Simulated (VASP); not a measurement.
Input of a VASP 6.6.1 run:

The input POSCAR:

```
C
1.0
    2.5031953547      0.0000000000      0.0000000000
   -1.2515976774      2.1678307678      0.0000000000
    0.0000000000      0.0000000000      4.1688692743
C
4
Direct
    0.3333333333      0.6666666667      0.0002313159
    0.6666666667      0.3333333333      0.5002313159
    0.3333333333      0.6666666667      0.3747686841
    0.6666666667      0.3333333333      0.8747686841
```

Contents of INCAR.step1:

```
SYSTEM = C
ALGO = Normal
EDIFF = 1E-8
ENCUT = 500
GGA = PE
ISMEAR = 0
LASPH = .TRUE.
LCHARG = .FALSE.
LREAL = .FALSE.
LWAVE = .TRUE.
NELM = 100
PREC = Accurate
SIGMA = 0.01
```

INCAR.step2

```
SYSTEM = C
ALGO = Exact
EDIFF = 1E-8
ENCUT = 500
GGA = PE
ISMEAR = 0
ISTART = 1
LASPH = .TRUE.
LCHARG = .FALSE.
LOPTICS = .TRUE.
LREAL = .FALSE.
LWAVE = .TRUE.
NBANDS = 75
NELM = 1
PREC = Accurate
SIGMA = 0.01
```

INCAR.step3

```
SYSTEM = C
ALGO = EVGW0
EDIFF = 1E-8
ENCUT = 500
ENCUTGW = 120.0
GGA = PE
ISMEAR = 0
ISTART = 1
LASPH = .TRUE.
LCHARG = .FALSE.
LREAL = .FALSE.
LWAVE = .FALSE.
NBANDS = 75
NBANDSGW = 16
NELMGW = 1
NOMEGA = 96
OMEGAMAX = 30
PREC = Accurate
PRECFOCK = Fast
SIGMA = 0.01
```

The input KPOINTS:

```
k-points
0
G
  6 6 4
  0 0 0
```

Potentials or basis: VASP PAW PBE potentials, release 64 (C_GW).

Command:

```bash
$ cat potpaw_PBE.64/C_GW/POTCAR > POTCAR
$ cp INCAR.step1 INCAR
$ mpirun -np 1 vasp_std > vasp.out
$ cp INCAR.step2 INCAR
$ mpirun -np 1 vasp_std > vasp.out
$ cp INCAR.step3 INCAR
$ mpirun -np 1 vasp_std > vasp.out
```

Q: Estimate the quasiparticle gap.

A: 4.27 eV.

Q: What does it give for the least direct quasiparticle gap?

A: 6.54 eV.

Q: Predict the band gap of the starting levels on the mesh.

A: 3.31 eV.

Q: Estimate the least direct gap of the starting levels on the mesh.

A: 4.99 eV.

Caveat: the k points lie up to 0.48 Å⁻¹ apart; bands, screening cutoff and mesh are small and nothing is extrapolated, so the quasiparticle values aren't converged.
